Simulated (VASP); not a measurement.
# As (R-3m) in VASP: further runs

Runs on As. Level: LDA. Tasks: electric field gradients.

Program: VASP 6.6.1. These are calculated values, not measurements. Logs are shortened: lines on timing, memory, paths and dates and some standing lists are left out, and cuts for length are marked.

### 1 The cell of the first run

It takes space group R-3m (No. 166, trigonal). The conventional cell has a = 3.683 Å, b = 3.683 Å, c = 10.244 Å, α = 90.00°, β = 90.00°, γ = 120.00°. As (site symmetry 3m) has 6 As at 2.47 to 3.04 Å within 3.3 Å.

### 2 Electric field gradients, LDA (20.05 Å³/atom)

File INCAR:

```
PREC = Accurate
ENCUT = 520
EDIFF = 1E-8
ISMEAR = -1
SIGMA = 0.05
LREAL = False
LASPH = True
NELM = 60
ALGO = Normal
ISIF = 2
LWAVE = False
LCHARG = False
GGA = CA
LEFG = True
NBANDS = 12
```

File KPOINTS:

```
Automatic mesh
0
Gamma
  13 13 13
```

File POSCAR:

```
As
1.0
    1.8413764564      1.0631191928      3.4146118702
   -1.8413764564      1.0631191928      3.4146118702
    0.0000000000     -2.1262383856      3.4146118702
As
2
Direct
    0.2275400000      0.2275400000      0.2275400000
    0.7724600000      0.7724600000      0.7724600000
```

Potentials or basis: VASP PAW LDA potentials, release 64 (As).

The run is started by

```sh
cat potpaw_LDA.64/As/POTCAR > POTCAR
mpirun -np 1 vasp_std > vasp.out
```

OUTCAR:

```text
PREC = Accurate
   ENCUT = 520
   EDIFF = 1E-8
   ISMEAR = -1
   LREAL = False
   LASPH = True
   NELM = 60
   ISIF = 2
   GGA = CA

 ion  position               nearest neighbor table
   1  0.228  0.228  0.228-   2 2.47   2 2.47   2 2.47
   2  0.772  0.772  0.772-   1 2.47   1 2.47   1 2.47

  LATTYP: Found a trigonal (rhomboedric) cell.
 ALAT       =     4.0224947354
 COS(alpha) =     0.5808936906

  Lattice vectors:

 A1 = (   1.8413764564,   1.0631191928,   3.4146118702)
 A2 = (  -1.8413764564,   1.0631191928,   3.4146118702)
 A3 = (   0.0000000000,  -2.1262383856,   3.4146118702)

Analysis of symmetry for initial positions (statically):
=====================================================================
 Subroutine PRICEL returns:
 Original cell was already a primitive cell.

 Routine SETGRP: Setting up the symmetry group for a
 trigonal (rhombohedral) supercell.

 Subroutine GETGRP returns: Found 12 space group operations
 (whereof 12 operations were pure point group operations)
 out of a pool of 12 trial point group operations.

The static configuration has the point symmetry D_3d.

Analysis of symmetry for dynamics (positions and initial velocities):
=====================================================================
 Subroutine PRICEL returns:
 Original cell was already a primitive cell.

 Routine SETGRP: Setting up the symmetry group for a
 trigonal (rhombohedral) supercell.

 Subroutine GETGRP returns: Found 12 space group operations
 (whereof 12 operations were pure point group operations)
 out of a pool of 12 trial point group operations.

The dynamic configuration has the point symmetry D_3d.

 Subroutine INISYM returns: Found 12 space group operations
 (whereof 12 operations are pure point group operations),
 and found     1 'primitive' translations

----------------------------------------------------------------------------------------

                                     Primitive cell

  volume of cell :      40.1067

  direct lattice vectors                    reciprocal lattice vectors
     1.841376456  1.063119193  3.414611870     0.271536001  0.156771383  0.097619684
    -1.841376456  1.063119193  3.414611870    -0.271536001  0.156771383  0.097619684
     0.000000000 -2.126238386  3.414611870     0.000000000 -0.313542767  0.097619684

  length of vectors
     4.022494735  4.022494735  4.022494735     0.328387986  0.328387986  0.328387986

  position of ions in fractional coordinates (direct lattice)
     0.227540000  0.227540000  0.227540000
     0.772460000  0.772460000  0.772460000

  ion indices of the primitive-cell ions
   primitive index   ion index
                 1           1
                 2           2

----------------------------------------------------------------------------------------

 KPOINTS: Automatic mesh

Automatic generation of k-mesh.
 Grid dimensions read from file:
 generate k-points for:   13   13   13

 Generating k-lattice:

  Cartesian coordinates                     Fractional coordinates (reciprocal lattice)
     0.020887385  0.012059337  0.007509206     0.076923077  0.000000000 -0.000000000
    -0.020887385  0.012059337  0.007509206     0.000000000  0.076923077 -0.000000000
     0.000000000 -0.024118674  0.007509206    -0.000000000 -0.000000000  0.076923077

  Length of vectors
     0.025260614  0.025260614  0.025260614

  Shift w.r.t. Gamma in fractional coordinates (k-lattice)
     0.000000000  0.000000000  0.000000000

 Subroutine IBZKPT returns following result:
 ===========================================

 Found    231 irreducible k-points:

 Following reciprocal coordinates:
            Coordinates               Weight
  0.000000  0.000000  0.000000      1.000000
  0.076923  0.000000  0.000000      6.000000
  0.153846 -0.000000 -0.000000      6.000000
  0.230769  0.000000  0.000000      6.000000
  0.307692 -0.000000 -0.000000      6.000000
  0.384615  0.000000 -0.000000      6.000000
[... 16 lines left out ...]
  0.384615  0.153846  0.000000     12.000000
  0.461538  0.153846  0.000000     12.000000
 [... further k-points ...]
   k-points           NKPTS =    231   k-points in BZ     NKDIM =    231   number of bands    NBANDS=     12
   number of dos      NEDOS =    301   number of ions     NIONS =      2
   total plane-waves  NPLWV =  27000
   dimension x,y,z NGX =    30 NGY =   30 NGZ =   30
   dimension x,y,z NGXF=    60 NGYF=   60 NGZF=   60
   ions per type =               2
   NGX,Y,Z   is equivalent  to a cutoff of  12.40, 12.40, 12.40 a.u.
   NGXF,Y,Z  is equivalent  to a cutoff of  24.80, 24.80, 24.80 a.u.
 SYSTEM =  unknown system
   PREC   = accura    normal or accurate (medium, high low for compatibility)
   ISTART =      0    job   : 0-new  1-cont  2-samecut
   ICHARG =      2    charge: 1-file 2-atom 10-const
   ISPIN  =      1    spin polarized calculation?
   LNONCOLLINEAR =      F non collinear calculations
   LSORBIT =      F    spin-orbit coupling
   LASPH  =      T    aspherical Exc in radial PAW
   ENCUT  =  520.0 eV  38.22 Ry    6.18 a.u.   7.48  7.48  7.48*2*pi/ulx,y,z
   NELM   =     60;   NELMIN=  2; NELMDL= -5     # of ELM steps
   EDIFF  = 0.1E-07   stopping-criterion for ELM
   LREAL  =      F    real-space projection
   EDIFFG = 0.1E-06   stopping-criterion for IOM
   NSW    =      0    number of steps for IOM
   IBRION =     -1    ionic relax: 0-MD 1-quasi-New 2-CG
   NFREE  =      0    steps in history (QN), initial steepest desc. (CG)
   ISIF   =      2    stress and relaxation
   ISYM   =      2    0-nonsym 1-usesym 2-fastsym
   POTIM  = 0.5000    time-step for ionic-motion
   TEBEG  =    0.0;   TEEND  =   0.0 temperature during run
   PSTRESS=    0.0 pullay stress
   NELECT =      10.0000    total number of electrons
   NUPDOWN=      -1.0000    fix difference up-down
   EMIN   =  10.00;   EMAX   =-10.00  energy-range for DOS
   EFERMI =   0.00;   METHOD = LEGACY
   ISMEAR =    -1;   SIGMA  =   0.05  broadening in eV -4-tet -1-fermi 0-gaus
   EFERMI_NEDOS =   21; number of points for ismear=-14 and -15
   IALGO  =     38    algorithm
   IMIX   =      4    mixing-type and parameters
     AMIX     =   0.40;   BMIX     =  1.00
     AMIX_MAG =   1.60;   BMIX_MAG =  1.00
  volume/ion in A,a.u.               =      20.05       135.33
  Fermi-wavevector in a.u.,A,eV,Ry     =   1.030392  1.947158 14.445408  1.061708
  Thomas-Fermi vector in A             =   2.164488
   LORBIT       =      0    0 simple, 1 ext, 2 COOP (PROOUT), +10 PAW based schemes
   GGA     = CA    functional components
   LHFCALC =     F    Hartree Fock is set to
   AEXX    =    0.0000 exact exchange contribution
   IVDW    =     0    specifies the selected vdW correction
   LEPSILON=     F    determine dielectric tensor
   LRPA    =     F    only Hartree local field effects (RPA)
 non-spin polarized calculation
  energy-cutoff  :      520.00
  volume of cell :       40.11
 maximum number of plane-waves:      1099
 NGX is ok and might be reduce to    30
   NGX = 15   NGY = 15   NGZ = 15

 number of electron      10.0000000 magnetization

 Free energy of the ion-electron system (eV)
  ---------------------------------------------------
  ext. energy  EPLUGINS =         0.00000000
  ---------------------------------------------------
  free energy    TOTEN  =       -10.74382554 eV

  energy without entropy =      -10.74238535  energy(sigma->0) =      -10.74310545

 E-fermi :   6.3562     XC(G=0): -10.4635

 val. band max:        6.3537235214   @ k =   0.4615   0.0769   0.0769
 cond. band min:       6.3982437319   @ k =   0.3846   0.1538   0.1538
 fundamental gap:      0.0445202105
 Fermi energy:         6.3561651837

 k-point     1 :       0.0000    0.0000    0.0000
  band No.  band energies     occupation
      1      -9.4067      2.00000
      2       0.7735      2.00000
      3       3.5292      2.00000
      4       4.1369      2.00000
      5       4.1369      2.00000
      6       8.0110      0.00000
      7       9.3098      0.00000
      8       9.3098      0.00000
      9      13.0374      0.00000
     10      13.0374      0.00000
     11      13.5405      0.00000
     12      15.0561      0.00000
[... 331 lines left out ...]
 k-point    24 :       0.4615    0.1538    0.0000
  band No.  band energies     occupation
      1      -6.9495      2.00000
      2      -4.2041      2.00000
      3       1.7785      2.00000
      4       2.5875      2.00000
      5       4.2942      2.00000
      6       7.9877      0.00000
      7       8.1690      0.00000
      8       9.3483      0.00000
      9      12.9385      0.00000
     10      16.0296      0.00000
     11      16.5954      0.00000
     12      18.5937      0.00000

 [... further k-points ...]

------------------------ aborting loop because EDIFF is reached ----------------------------------------

  FORCE on cell =-STRESS in cart. coord.  units (eV):
  Direction    XX          YY          ZZ          XY          YZ          ZX
  --------------------------------------------------------------------------------------
  -------------------------------------------------------------------------------------
  Total        1.3362864      1.3362864      0.6154271      0.0000000      0.0000000      0.0000000
  in kB       53.3817721     53.3817721     24.5849919      0.0000000      0.0000000      0.0000000
  external PRESSURE =      43.7828454 kB  Pullay stress =       0.0000000 kB

 VOLUME and BASIS-vectors are now :
 -----------------------------------------------------------------------------
  energy-cutoff  :      520.00
  volume of cell :       40.11
      direct lattice vectors                 reciprocal lattice vectors
     1.841376456  1.063119193  3.414611870     0.271536001  0.156771383  0.097619684
    -1.841376456  1.063119193  3.414611870    -0.271536001  0.156771383  0.097619684
     0.000000000 -2.126238386  3.414611870     0.000000000 -0.313542767  0.097619684

 POSITION                                       TOTAL-FORCE (eV/Angst)
 -----------------------------------------------------------------------------------
      0.00000      0.00000      2.33088         0.000000     -0.000000      0.588404
      0.00000      0.00000      7.91295         0.000000      0.000000     -0.588404
 -----------------------------------------------------------------------------------
    total drift:                               -0.000000      0.000000     -0.000000

  FREE ENERGIE OF THE ION-ELECTRON SYSTEM (eV)
  ---------------------------------------------------
  free  energy   TOTEN  =       -10.7438255432 eV

  energy  without entropy=      -10.7423853531  energy(sigma->0) =      -10.74310545

 Electric field gradients (V/A^2)
---------------------------------------------------------------------
 ion       V_xx      V_yy      V_zz      V_xy      V_xz      V_yz
---------------------------------------------------------------------
   1      22.988    22.988   -45.976    -0.000     0.000    -0.000
   2      22.988    22.988   -45.976    -0.000    -0.000    -0.000
---------------------------------------------------------------------

 Electric field gradients after diagonalization (V/A^2)
 (convention: |V_zz| > |V_xx| > |V_yy|)
----------------------------------------------------------------------
 ion       V_xx      V_yy      V_zz     asymmetry (V_yy - V_xx)/ V_zz
----------------------------------------------------------------------
   1      22.988    22.988   -45.976       0.000
   2      22.988    22.988   -45.976       0.000
----------------------------------------------------------------------

           NMR quadrupolar parameters

 Cq : quadrupolar parameter    Cq=e*Q*V_zz/h
 eta: asymmetry parameters     (V_yy - V_xx)/ V_zz
 Q  : nuclear electric quadrupole moment in mb (millibarn)
----------------------------------------------------------------------
 ion       Cq(MHz)       eta       Q (mb)
----------------------------------------------------------------------
   1      -0.111       0.000       1.000
   2      -0.111       0.000       1.000
----------------------------------------------------------------------
```

Run time: 44 s. Hardware: 1 thread of AMD EPYC 9R45 (Zen 5), shared host; peak memory 0.18 GiB.

What came out:

| Quantity | Value |
| --- | --- |
| Free energy | -10.7438 eV |
| Pressure | 4.4 GPa |
| Largest force | 0.588 eV/Å |
| Band gap on the k mesh | zero (bands 5 and 6 overlap by 0.36 eV) |
| Largest electric field gradient by atom | As -46.0 V/Å² |

Forces on the atoms (eV/Å):
```
As   0.000  0.000  0.588
As   0.000  0.000 -0.588
```

Electric field gradients, principal values (V/Å²):
```csv
atom,least,middle,greatest (by size)
1 As,22.988,22.988,-45.976
2 As,22.988,22.988,-45.976
```

Caveat: the cell stands under pressure; without QUAD_EFG the Cq values of the log hold for a quadrupole moment of 1 mb, not for the nuclei.

### 3 Electric field gradients, LDA (20.48 Å³/atom)

This run uses another cell than the first one, of 20.48 Å³/atom.

File INCAR:

```
SYSTEM = As
PREC     = Accurate       ! precision mode
ENCUT    = 520            ! plane-wave cutoff, eV
EDIFF    = 1E-8           ! SCF threshold, eV
ISMEAR   = -1             ! smearing method
SIGMA    = 0.05           ! smearing width, eV
LREAL    = .FALSE.        ! projectors in reciprocal space
LASPH    = .TRUE.         ! aspherical terms in the spheres
NELM     = 100            ! most SCF steps
ALGO     = Normal         ! electronic algorithm
ISIF     = 2              ! what is computed and relaxed
LWAVE    = .FALSE.        ! write WAVECAR
LCHARG   = .FALSE.        ! write CHGCAR
GGA      = CA             ! functional
LEFG     = .TRUE.       
NBANDS   = 12             ! bands
```

File KPOINTS:

```
regular mesh
0
G
  13 13 13
  0 0 0
```

File POSCAR:

```
As
1.0
    1.8543443235      1.0706061944      3.4386592249
   -1.8543443235      1.0706061944      3.4386592249
    0.0000000000     -2.1412123887      3.4386592249
As
2
Direct
    0.2275400000      0.2275400000      0.2275400000
    0.7724600000      0.7724600000      0.7724600000
```

Potentials or basis: VASP PAW LDA potentials, release 64 (As).

The run is started by

```sh
cat potpaw_LDA.64/As/POTCAR > POTCAR
mpirun -np 1 vasp_std > vasp.out
```

OUTCAR:

```text
SYSTEM = As
   PREC = Accurate
   ENCUT = 520
   EDIFF = 1E-8
   ISMEAR = -1
   LREAL = .FALSE.
   LASPH = .TRUE.
   NELM = 100
   ISIF = 2
   GGA = CA

 ion  position               nearest neighbor table
   1  0.228  0.228  0.228-   2 2.48   2 2.48   2 2.48
   2  0.772  0.772  0.772-   1 2.48   1 2.48   1 2.48

  LATTYP: Found a trigonal (rhomboedric) cell.
 ALAT       =     4.0508230964
 COS(alpha) =     0.5808936906

  Lattice vectors:

 A1 = (   1.8543443235,   1.0706061944,   3.4386592249)
[... 574 lines left out ...]
  FREE ENERGIE OF THE ION-ELECTRON SYSTEM (eV)
  ---------------------------------------------------
  free  energy   TOTEN  =       -10.7616949373 eV

  energy  without entropy=      -10.7604743462  energy(sigma->0) =      -10.76108464

 Electric field gradients (V/A^2)
---------------------------------------------------------------------
 ion       V_xx      V_yy      V_zz      V_xy      V_xz      V_yz
---------------------------------------------------------------------
   1      23.002    23.002   -46.004     0.000     0.000    -0.000
   2      23.002    23.002   -46.004     0.000     0.000    -0.000
---------------------------------------------------------------------

 Electric field gradients after diagonalization (V/A^2)
 (convention: |V_zz| > |V_xx| > |V_yy|)
----------------------------------------------------------------------
 ion       V_xx      V_yy      V_zz     asymmetry (V_yy - V_xx)/ V_zz
----------------------------------------------------------------------
   1      23.002    23.002   -46.004       0.000
   2      23.002    23.002   -46.004       0.000
----------------------------------------------------------------------

           NMR quadrupolar parameters

 Cq : quadrupolar parameter    Cq=e*Q*V_zz/h
 eta: asymmetry parameters     (V_yy - V_xx)/ V_zz
 Q  : nuclear electric quadrupole moment in mb (millibarn)
----------------------------------------------------------------------
 ion       Cq(MHz)       eta       Q (mb)
----------------------------------------------------------------------
   1      -0.111       0.000       1.000
   2      -0.111       0.000       1.000
----------------------------------------------------------------------
```

It took 45 s on 1 thread of AMD EPYC 9R45 (Zen 5), shared host; peak memory 0.19 GiB.

Results:

```yaml
Free_energy: -10.7617 eV
Pressure: 2.4 GPa
Largest_force: 0.426 eV/Å
Band_gap_on_the_k_mesh: zero (bands 5 and 6 overlap by 0.36 eV)
Largest_electric_field_gradient_by_atom: As -46.0 V/Å²
```

Forces on the atoms (eV/Å):
```
As   0.000  0.000  0.426
As   0.000  0.000 -0.426
```

Stress tensor (GPa, compression positive):
```
3.10 0.00 0.00
0.00 3.10 0.00
0.00 0.00 0.86
```

Electric field gradients, principal values (V/Å²):
```tsv
atom	least	middle	greatest (by size)
1 As	23.002	23.002	-46.004
2 As	23.002	23.002	-46.004
```

Caveat: without QUAD_EFG the Cq values of the log hold for a quadrupole moment of 1 mb, not for the nuclei.

(Continued in part 2 of 2.)

The gap in the log of VASP goes by the Fermi energy; the results here count the filled bands.